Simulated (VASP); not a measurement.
Input of a VASP 6.6.1 run:

File INCAR:

```
SYSTEM = Cu
ALGO     = Fast           ! electronic algorithm
EDIFF    = 1E-6           ! SCF threshold, eV
ENCUT    = 520            ! plane-wave cutoff, eV
GGA      = PS             ! functional
ISIF     = 2              ! what is computed and relaxed
ISMEAR   = 0              ! smearing method
LASPH    = .TRUE.         ! aspherical terms in the spheres
LCHARG   = .FALSE.        ! write CHGCAR
LREAL    = .FALSE.        ! projectors in reciprocal space
LWAVE    = .FALSE.        ! write WAVECAR
NBANDS   = 30             ! bands
NELM     = 80             ! most SCF steps
PREC     = Accurate       ! precision mode
SIGMA    = 0.1            ! smearing width, eV
```

Contents of KPOINTS:

```
k-points
0
G
  24 24 6
  0 0 0
```

The input POSCAR:

```
Cu
1.0
    2.5102955542      0.0000000000      0.0000000000
   -1.2551477771      2.1739797210      0.0000000000
    0.0000000000      0.0000000000      8.3587836012
Cu
4
Direct
    0.0000000000      0.0000000000      0.0000000000
    0.3333333329      0.6666666671      0.2500000000
    0.0000000000      0.0000000000      0.5000000000
    0.6666666671      0.3333333329      0.7500000000
```

Potentials or basis: VASP PAW PBE potentials, release 64 (Cu).

Run with:

```sh
$ cat potpaw_PBE.64/Cu/POTCAR > POTCAR
$ mpirun -np 1 vasp_std > vasp.out
```

Estimate the band gap on the k mesh.

zero (bands 22 and 23 overlap by 5.34 eV).

Estimate the pressure.

-0.2 GPa.

Stress tensor (GPa, compression positive):
```
 0.90  0.00  0.00
 0.00  0.90  0.00
 0.00  0.00 -2.55
```

Caveat: the cell differs from its parent crystal (uniaxial strain along c: +1.5 %, then relaxed in part); the PAW data sets were made with another functional, which shifts forces and pressure a little.
